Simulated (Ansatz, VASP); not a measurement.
Ca in VASP and in Ansatz

INCAR

```
SYSTEM = Ca
PREC = Accurate ; ENCUT = 520
EDIFF = 1E-6 ; ISMEAR = 0
SIGMA = 0.1 ; LREAL = .False.
LASPH = .True. ; NELM = 60
ALGO = Normal ; ISIF = 2
LWAVE = .False. ; LCHARG = .False.
GGA = CA ; NBANDS = 11
```

KPOINTS

```
regular mesh
0
Gamma
  14 14 14
  0 0 0
```

Contents of POSCAR:

```
Ca
1.0
    0.0000000000      2.6418441732      2.6418441732
    2.6418441732      0.0000000000      2.6418441732
    2.6418441732      2.6418441732      0.0000000000
Ca
1
Direct
    0.0000000000      0.0000000000      0.0000000000
```

Input for Ansatz:

```yaml
crystal:
  lattice:
    - [0.0, 2.6418441732, 2.6418441732]
    - [2.6418441732, 0.0, 2.6418441732]
    - [2.6418441732, 2.6418441732, 0.0]
  atoms:
    - { symbol: Ca, position: [0.0, 0.0, 0.0] }
basis:
  ecutwfc: 420
kpoints:
  mp_grid: { grid: [14, 14, 14] }
hamiltonian:
  xc: lda
  pseudopotentials: { kind: paw, azcp: { folder: soft_1 } }
scf:
  occupations: { method: gaussian, width: 0.1 }
output:
  forces: true
  stress: true
  eigenvalues: true
```

Alike in both runs: task single point; functional LDA; k mesh 14 × 14 × 14; occupations gaussian, width 0.1 eV; no spin polarisation.

|  | VASP | Ansatz |
| --- | --- | --- |
| version | VASP 6.6.1 | Ansatz 0.2.0 |
| potentials or method | VASP PAW LDA potentials, release 64 (Ca_sv), cutoff 520 eV | scalar-relativistic, plane waves, PAW |
| valence electrons in the cell | 10 | 10 |

|  | VASP | Ansatz | Ansatz less VASP |
| --- | --- | --- | --- |
| gap on the k mesh at the Fermi level (eV) | none | none | - |
| pressure (GPa) | 0.6 | 0.6 | 0.00 |

Ansatz warns that its potentials were made for another functional, while VASP's fit it. LDA's correlation is that of Perdew and Zunger in VASP and of Perdew and Wang (1992) in Ansatz. A gap of «none» marks a metal or a gap that the smearing closes.
